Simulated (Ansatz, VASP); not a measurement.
Two plane-wave programs on GaN

```
CELL_PARAMETERS angstrom
3.16987 0.00000 0.00000
-1.58493 2.74518 0.00000
0.00000 0.00000 5.18500
ATOMIC_POSITIONS crystal
Ga 0.33333 0.66667 0.00056
Ga 0.66667 0.33333 0.50056
N 0.33333 0.66667 0.37644
N 0.66667 0.33333 0.87644
```

Alike in both runs: functional PBE; k mesh 8 × 8 × 5; occupations gaussian, width 0.05 eV; no spin polarisation.

Ansatz relaxed the structure, and its values are those at the end. VASP's run is a single point on that final structure, the one shown.

|  | VASP | Ansatz |
| --- | --- | --- |
| version | VASP 6.6.1 | Ansatz 0.2.0 |
| potentials or method | VASP PAW PBE potentials, release 64 (Ga_d, N) | scalar-relativistic, plane waves, PAW |
| plane-wave cutoff (eV) | 520 | 420 |
| valence electrons in the cell | 36 | 36 |

|  | VASP | Ansatz | Ansatz less VASP |
| --- | --- | --- | --- |
| pressure (GPa) | 7.9 | 7.8 | -0.05 |

Ansatz's warnings: stress scf threshold loose.
